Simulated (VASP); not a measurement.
# KCaCl3 (Pm-3m) in VASP: dielectric tensor with LDA

Aim: the dielectric tensor of KCaCl3 with LDA.

Everything below comes from runs of VASP 6.6.1. Logs are shortened: lines on timing, memory, paths and dates and some standing lists are left out, and cuts for length are marked.

### Step 1. The cell of the first run

The structure is cubic, space group Pm-3m (No. 221). Conventional cell: a = 5.394 Å, b = 5.394 Å, c = 5.394 Å, α = 90.00°, β = 90.00°, γ = 90.00°. K (site symmetry m-3m) has 12 Cl at 3.81 Å and 8 Ca at 4.67 Å within 5.0 Å. Ca (site symmetry m-3m) has 6 Cl at 2.70 Å within 3.6 Å. Cl (site symmetry 4/mmm) has 2 Ca at 2.70 Å within 3.6 Å.

### Step 2. Dielectric tensor, LDA

The input, INCAR:

```
PREC = Accurate
ENCUT = 520
EDIFF = 1E-8
ISMEAR = 0
SIGMA = 0.01
LREAL = False
LASPH = True
NELM = 60
ALGO = Normal
ISIF = 2
LWAVE = False
LCHARG = False
GGA = CA
LEPSILON = True
```

The input, KPOINTS:

```
regular mesh
0
Gamma
  3 3 3
```

The input, POSCAR:

```
KCaCl3
1.0
    5.3935230000      0.0000000000      0.0000000000
    0.0000000000      5.3935230000      0.0000000000
    0.0000000000      0.0000000000      5.3935230000
K Ca Cl
1 1 3
Direct
    0.0000000000      0.0000000000      0.0000000000
    0.5000000000      0.5000000000      0.5000000000
    0.0000000000      0.5000000000      0.5000000000
    0.5000000000      0.0000000000      0.5000000000
    0.5000000000      0.5000000000      0.0000000000
```

Potentials or basis: VASP PAW LDA potentials, release 64 (K_sv, Ca_sv, Cl).

On the command line:

```console
$ cat potpaw_LDA.64/K_sv/POTCAR potpaw_LDA.64/Ca_sv/POTCAR potpaw_LDA.64/Cl/POTCAR > POTCAR
$ mpirun -np 1 vasp_std > vasp.out
```

OUTCAR:

```text
PREC = Accurate
   ENCUT = 520
   EDIFF = 1E-8
   ISMEAR = 0
   LREAL = False
   LASPH = True
   NELM = 60
   ISIF = 2
   GGA = CA
   LEPSILON = True

 ion  position               nearest neighbor table
   1  0.000  0.000  0.000-
   2  0.500  0.500  0.500-   3 2.70   4 2.70   5 2.70   5 2.70   4 2.70   3 2.70
   3  0.000  0.500  0.500-   2 2.70   2 2.70
   4  0.500  0.000  0.500-   2 2.70   2 2.70
   5  0.500  0.500  0.000-   2 2.70   2 2.70

  LATTYP: Found a simple cubic cell.
 ALAT       =     5.3935230000

  Lattice vectors:

 A1 = (   5.3935230000,   0.0000000000,   0.0000000000)
 A2 = (   0.0000000000,   5.3935230000,   0.0000000000)
 A3 = (   0.0000000000,   0.0000000000,   5.3935230000)

Analysis of symmetry for initial positions (statically):
=====================================================================
 Subroutine PRICEL returns:
 Original cell was already a primitive cell.

 Routine SETGRP: Setting up the symmetry group for a
 simple cubic supercell.

 Subroutine GETGRP returns: Found 48 space group operations
 (whereof 48 operations were pure point group operations)
 out of a pool of 48 trial point group operations.

The static configuration has the point symmetry O_h .

Analysis of symmetry for dynamics (positions and initial velocities):
=====================================================================
 Subroutine PRICEL returns:
 Original cell was already a primitive cell.

 Routine SETGRP: Setting up the symmetry group for a
 simple cubic supercell.

 Subroutine GETGRP returns: Found 48 space group operations
 (whereof 48 operations were pure point group operations)
 out of a pool of 48 trial point group operations.

The dynamic configuration has the point symmetry O_h .

 Subroutine INISYM returns: Found 48 space group operations
 (whereof 48 operations are pure point group operations),
 and found     1 'primitive' translations

----------------------------------------------------------------------------------------

                                     Primitive cell

  volume of cell :     156.8981

  direct lattice vectors                    reciprocal lattice vectors
     5.393523000  0.000000000  0.000000000     0.185407571  0.000000000  0.000000000
     0.000000000  5.393523000  0.000000000     0.000000000  0.185407571  0.000000000
     0.000000000  0.000000000  5.393523000     0.000000000  0.000000000  0.185407571

  length of vectors
     5.393523000  5.393523000  5.393523000     0.185407571  0.185407571  0.185407571

  position of ions in fractional coordinates (direct lattice)
     0.000000000  0.000000000  0.000000000
     0.500000000  0.500000000  0.500000000
     0.000000000  0.500000000  0.500000000
     0.500000000  0.000000000  0.500000000
     0.500000000  0.500000000  0.000000000

  ion indices of the primitive-cell ions
   primitive index   ion index
                 1           1
                 2           2
                 3           3
                 4           4
                 5           5

----------------------------------------------------------------------------------------

 KPOINTS: regular mesh

Automatic generation of k-mesh.
 Grid dimensions read from file:
 generate k-points for:    3    3    3

 Generating k-lattice:

  Cartesian coordinates                     Fractional coordinates (reciprocal lattice)
     0.061802524  0.000000000  0.000000000     0.333333333  0.000000000  0.000000000
     0.000000000  0.061802524  0.000000000     0.000000000  0.333333333  0.000000000
     0.000000000  0.000000000  0.061802524     0.000000000  0.000000000  0.333333333

  Length of vectors
     0.061802524  0.061802524  0.061802524

  Shift w.r.t. Gamma in fractional coordinates (k-lattice)
     0.000000000  0.000000000  0.000000000

 Subroutine IBZKPT returns following result:
 ===========================================

 Found      4 irreducible k-points:

 Following reciprocal coordinates:
            Coordinates               Weight
  0.000000  0.000000  0.000000      1.000000
  0.333333  0.000000  0.000000      6.000000
  0.333333  0.333333  0.000000     12.000000
  0.333333  0.333333  0.333333      8.000000
   k-points           NKPTS =      4   k-points in BZ     NKDIM =      4   number of bands    NBANDS=     24
   number of dos      NEDOS =    301   number of ions     NIONS =      5
   total plane-waves  NPLWV =  64000
   dimension x,y,z NGX =    40 NGY =   40 NGZ =   40
   dimension x,y,z NGXF=    80 NGYF=   80 NGZF=   80
   ions per type =               1   1   3
   NGX,Y,Z   is equivalent  to a cutoff of  12.33, 12.33, 12.33 a.u.
   NGXF,Y,Z  is equivalent  to a cutoff of  24.66, 24.66, 24.66 a.u.
 SYSTEM =  unknown system
   PREC   = accura    normal or accurate (medium, high low for compatibility)
   ISTART =      0    job   : 0-new  1-cont  2-samecut
   ICHARG =      2    charge: 1-file 2-atom 10-const
   ISPIN  =      1    spin polarized calculation?
   LNONCOLLINEAR =      F non collinear calculations
   LSORBIT =      F    spin-orbit coupling
   LASPH  =      T    aspherical Exc in radial PAW
   ENCUT  =  520.0 eV  38.22 Ry    6.18 a.u.  10.03 10.03 10.03*2*pi/ulx,y,z
   NELM   =     60;   NELMIN=  2; NELMDL= -5     # of ELM steps
   EDIFF  = 0.1E-07   stopping-criterion for ELM
   LREAL  =      F    real-space projection
   EDIFFG = 0.1E-06   stopping-criterion for IOM
   NSW    =      0    number of steps for IOM
   IBRION =     -1    ionic relax: 0-MD 1-quasi-New 2-CG
   NFREE  =      0    steps in history (QN), initial steepest desc. (CG)
   ISIF   =      2    stress and relaxation
   ISYM   =      2    0-nonsym 1-usesym 2-fastsym
   POTIM  = 0.5000    time-step for ionic-motion
   TEBEG  =    0.0;   TEEND  =   0.0 temperature during run
   PSTRESS=    0.0 pullay stress
   NELECT =      40.0000    total number of electrons
   NUPDOWN=      -1.0000    fix difference up-down
   EMIN   =  10.00;   EMAX   =-10.00  energy-range for DOS
   EFERMI =   0.00;   METHOD = LEGACY
   ISMEAR =     0;   SIGMA  =   0.01  broadening in eV -4-tet -1-fermi 0-gaus
   EFERMI_NEDOS =   21; number of points for ismear=-14 and -15
   IALGO  =     38    algorithm
   IMIX   =      4    mixing-type and parameters
     AMIX     =   0.40;   BMIX     =  1.00
     AMIX_MAG =   1.60;   BMIX_MAG =  1.00
  volume/ion in A,a.u.               =      31.38       211.76
  Fermi-wavevector in a.u.,A,eV,Ry     =   1.038060  1.961648 14.661199  1.077568
  Thomas-Fermi vector in A             =   2.172526
   LORBIT       =      0    0 simple, 1 ext, 2 COOP (PROOUT), +10 PAW based schemes
   GGA     = CA    functional components
   LHFCALC =     F    Hartree Fock is set to
   AEXX    =    0.0000 exact exchange contribution
   IVDW    =     0    specifies the selected vdW correction
   LEPSILON=     T    determine dielectric tensor
   LRPA    =     F    only Hartree local field effects (RPA)
 non-spin polarized calculation
 Gauss-broadening in eV      SIGMA  =   0.01
  energy-cutoff  :      520.00
  volume of cell :      156.90
 maximum number of plane-waves:      4244
   NGX = 21   NGY = 21   NGZ = 21

--------------------------------------- Ionic step        1  -------------------------------------------

 number of electron      39.9999994 magnetization

 E-fermi :  -1.4337     XC(G=0):  -8.0787

 val. band max:       -1.4788748694   @ k =   0.3333   0.3333   0.3333
 cond. band min:       3.0178968543   @ k =   0.0000   0.0000   0.0000
 fundamental gap:      4.4967717238
 Fermi energy:        -1.4337469603

 k-point     1 :       0.0000    0.0000    0.0000
  band No.  band energies     occupation
      1     -38.9849      2.00000
      2     -29.3281      2.00000
      3     -20.3469      2.00000
      4     -20.3469      2.00000
      5     -20.3469      2.00000
      6     -14.1215      2.00000
[... 16 lines left out ...]
     23       4.0538      0.00000
     24       4.0538      0.00000

 k-point     2 :       0.3333    0.0000    0.0000
  band No.  band energies     occupation
      1     -38.9848      2.00000
      2     -29.3280      2.00000
      3     -20.3762      2.00000
      4     -20.3466      2.00000
      5     -20.3466      2.00000
      6     -14.0462      2.00000
[... 16 lines left out ...]
     23       4.8231      0.00000
     24       4.8231      0.00000

 k-point     3 :       0.3333    0.3333    0.0000
  band No.  band energies     occupation
      1     -38.9846      2.00000
      2     -29.3279      2.00000
      3     -20.3759      2.00000
      4     -20.3758      2.00000
      5     -20.3463      2.00000
      6     -13.9429      2.00000
[... 16 lines left out ...]
     23       4.9116      0.00000
     24       5.3234      0.00000

 k-point     4 :       0.3333    0.3333    0.3333
  band No.  band energies     occupation
      1     -38.9844      2.00000
      2     -29.3277      2.00000
      3     -20.3756      2.00000
      4     -20.3754      2.00000
      5     -20.3754      2.00000
      6     -13.8220      2.00000
[... 16 lines left out ...]
     23       5.3756      0.00000
     24       5.3756      0.00000

  FORCE on cell =-STRESS in cart. coord.  units (eV):
  Direction    XX          YY          ZZ          XY          YZ          ZX
  --------------------------------------------------------------------------------------
  -------------------------------------------------------------------------------------
  Total       -2.5319107     -2.5319107     -2.5319107      0.0000000      0.0000000      0.0000000
  in kB      -25.8548106    -25.8548106    -25.8548106      0.0000000      0.0000000      0.0000000
  external PRESSURE =     -25.8548106 kB  Pullay stress =       0.0000000 kB

 VOLUME and BASIS-vectors are now :
 -----------------------------------------------------------------------------
  energy-cutoff  :      520.00
  volume of cell :      156.90
      direct lattice vectors                 reciprocal lattice vectors
     5.393523000  0.000000000  0.000000000     0.185407571  0.000000000  0.000000000
     0.000000000  5.393523000  0.000000000     0.000000000  0.185407571  0.000000000
     0.000000000  0.000000000  5.393523000     0.000000000  0.000000000  0.185407571

 POSITION                                       TOTAL-FORCE (eV/Angst)
 -----------------------------------------------------------------------------------
      0.00000      0.00000      0.00000         0.000000      0.000000      0.000000
      2.69676      2.69676      2.69676         0.000000      0.000000      0.000000
      0.00000      2.69676      2.69676         0.000000      0.000000      0.000000
      2.69676      0.00000      2.69676         0.000000      0.000000      0.000000
      2.69676      2.69676      0.00000         0.000000      0.000000      0.000000
 -----------------------------------------------------------------------------------
    total drift:                                0.000000      0.000000     -0.000000

  FREE ENERGIE OF THE ION-ELECTRON SYSTEM (eV)
  ---------------------------------------------------
  free  energy   TOTEN  =       -21.1005434738 eV

  energy  without entropy=      -21.1005434738  energy(sigma->0) =      -21.10054347

 HEAD OF MICROSCOPIC STATIC DIELECTRIC TENSOR (INDEPENDENT PARTICLE, excluding Hartree and local field effects)
 ------------------------------------------------------
           2.952579     0.000000    -0.000000
           0.000000     2.952579    -0.000000
           0.000000    -0.000000     2.952579
 ------------------------------------------------------

 Free energy of the ion-electron system (eV)
  ---------------------------------------------------
  ---------------------------------------------------
  free energy    TOTEN  =        -0.77148195 eV

  energy without entropy =       -0.77148195

------------------------ aborting loop because EDIFF is reached ----------------------------------------

--------------------------------------- Ionic step        2  -------------------------------------------

------------------------ aborting loop because EDIFF is reached ----------------------------------------

--------------------------------------- Ionic step        3  -------------------------------------------

 Free energy of the ion-electron system (eV)
  ---------------------------------------------------
  ---------------------------------------------------
  free energy    TOTEN  =        -0.77149295 eV

  energy without entropy =       -0.77149295

------------------------ aborting loop because EDIFF is reached ----------------------------------------

 PIEZOELECTRIC TENSOR FIELD DIRECTION 3  (e Angst)
 -----------------------------------------------------------------------------
     0.00143  0.00000  0.00000           ( -0.00001  0.00000  0.00000)
     0.00000  0.00143  0.00000           (  0.00000 -0.00001  0.00000)
     0.00000  0.00000 -0.00535           (  0.00000  0.00000  0.00002)

 PIEZOELECTRIC TENSOR FIELD DIRECTION 3  (C/m^2)
 -----------------------------------------------------------------------------
     0.00015  0.00000  0.00000
     0.00000  0.00015  0.00000
     0.00000  0.00000 -0.00055

 MACROSCOPIC STATIC DIELECTRIC TENSOR (including local field effects in DFT)
 ------------------------------------------------------
           2.640939     0.000000     0.000000
           0.000000     2.640939     0.000000
           0.000000    -0.000000     2.640939
 ------------------------------------------------------

 PIEZOELECTRIC TENSOR (including local field effects)  for field in x, y, z        (e  Angst)
          XX          YY          ZZ          XY          YZ          ZX
  --------------------------------------------------------------------------------
  x     0.00000     0.00000     0.00000     0.00000     0.00000     0.00000
  y     0.00000     0.00000     0.00000     0.00000     0.00000     0.00000
  z     0.00000     0.00000     0.00000     0.00000     0.00000     0.00000

 PIEZOELECTRIC TENSOR (including local field effects)  for field in x, y, z        (C/m^2)
          XX          YY          ZZ          XY          YZ          ZX
  --------------------------------------------------------------------------------
  x     0.00000     0.00000     0.00000     0.00000     0.00000     0.00000
  y     0.00000     0.00000     0.00000     0.00000     0.00000     0.00000
  z     0.00000     0.00000     0.00000     0.00000     0.00000     0.00000

 BORN EFFECTIVE CHARGES (including local field effects) (in |e|, cummulative output)
 ---------------------------------------------------------------------------------
 ion    1
    1     1.29087     0.00000     0.00000
    2     0.00000     1.29087    -0.00000
    3    -0.00000    -0.00000     1.29087
 ion    2
    1     2.41903    -0.00000     0.00000
    2    -0.00000     2.41903     0.00000
    3     0.00000     0.00000     2.41903
 ion    3
    1    -1.99292    -0.00000    -0.00000
    2    -0.00000    -0.85849     0.00000
    3     0.00000    -0.00000    -0.85849
 ion    4
    1    -0.85849     0.00000     0.00000
    2     0.00000    -1.99292    -0.00000
    3    -0.00000     0.00000    -0.85849
 ion    5
    1    -0.85849     0.00000    -0.00000
    2     0.00000    -0.85849     0.00000
    3    -0.00000     0.00000    -1.99292
```

Run time: 2.4 min. Hardware: 1 thread of Intel Xeon 6975P-C (Granite Rapids), shared host; peak memory 0.26 GiB.

Results:

```
Band gap on the k mesh                  : 4.50 eV, indirect (least direct gap 4.64 eV)
Electronic dielectric tensor (diagonal) : 2.64
Born charges (mean of the diagonal)     : K +1.29; Ca +2.42; Cl -1.24 e
```

Levels at points of the mesh, in eV from the valence-band top:
```csv
k point,band 16,band 17,band 18,band 19,band 20,band 21,band 22,band 23,band 24
"(0.00, 0.00, 0.00)",-0.38,-0.38,-0.15,-0.15,-0.15,4.50,5.53,5.53,5.53
```

Electronic dielectric tensor:
```
2.64 0.00 0.00
0.00 2.64 0.00
0.00 0.00 2.64
```

Born effective charge tensors (e):
atom 1, K
```
1.29 0.00 0.00
0.00 1.29 0.00
0.00 0.00 1.29
```
atom 2, Ca
```
2.42 0.00 0.00
0.00 2.42 0.00
0.00 0.00 2.42
```
atom 3, Cl
```
-1.99  0.00  0.00
 0.00 -0.86  0.00
 0.00  0.00 -0.86
```
atom 4, Cl
```
-0.86  0.00  0.00
 0.00 -1.99  0.00
 0.00  0.00 -0.86
```
atom 5, Cl
```
-0.86  0.00  0.00
 0.00 -0.86  0.00
 0.00  0.00 -1.99
```

A k mesh can miss the band edges. LDA gaps usually lie below the measured ones, often by a third to a half.
